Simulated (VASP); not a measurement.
Write the native input for VASP 6.6.1 that does the following.

```
Task                   : single point
Functional             : PBE
Potentials or basis    : VASP PAW PBE potentials, release 64 (Ti_sv)
Cutoff                 : 520 eV
k mesh                 : 13 × 13 × 1
Occupations            : fermi-dirac, width 0.05 eV
Spin                   : no spin polarisation
Dipole correction      : yes
Electric field (eV/Å)  : 0.2
Further INCAR settings : ALGO = Normal; EDIFF = 1e-07; NBANDS = 12; EFIELD = -0.2
```

The structure of Ti lies in POSCAR:

```
Ti
1.0
    2.9399472372      0.0000000000      0.0000000000
   -1.4699736186      2.5460689932      0.0000000000
    0.0000000000      0.0000000000     16.0000000000
Ti
1
Direct
    0.0000000000      0.0000000000      0.5000000000
```

One way to write it, as run:

INCAR

```
ALGO     = Normal         # electronic algorithm
DIPOL    = 0.5 0.5 0.500
EDIFF    = 1E-7           # SCF threshold, eV
EFIELD   = -0.2         
ENCUT    = 520            # plane-wave cutoff, eV
GGA      = PE             # functional
IDIPOL   = 3            
ISIF     = 2              # what is computed and relaxed
ISMEAR   = -1             # smearing method
LASPH    = T              # aspherical terms in the spheres
LCHARG   = F              # write CHGCAR
LDIPOL   = T            
LREAL    = F              # projectors in reciprocal space
LWAVE    = F              # write WAVECAR
NBANDS   = 12             # bands
NELM     = 80             # most SCF steps
PREC     = Accurate       # precision mode
SIGMA    = 0.05           # smearing width, eV
```

KPOINTS

```
k-points
0
Gamma
  13 13 1
```

Potentials or basis: VASP PAW PBE potentials, release 64 (Ti_sv).

Launch:

```bash
$ cat potpaw_PBE.64/Ti_sv/POTCAR > POTCAR
$ mpirun -np 1 vasp_std > vasp.out
```

Results of the run:

```
Band gap on the k mesh : zero (band 6 reaches -2.00 eV, above the bottom of band 7 at -2.33 eV)
```

Run time: 84 s on 1 thread of Intel Xeon 8259CL (shared host), peak memory 0.24 GiB.
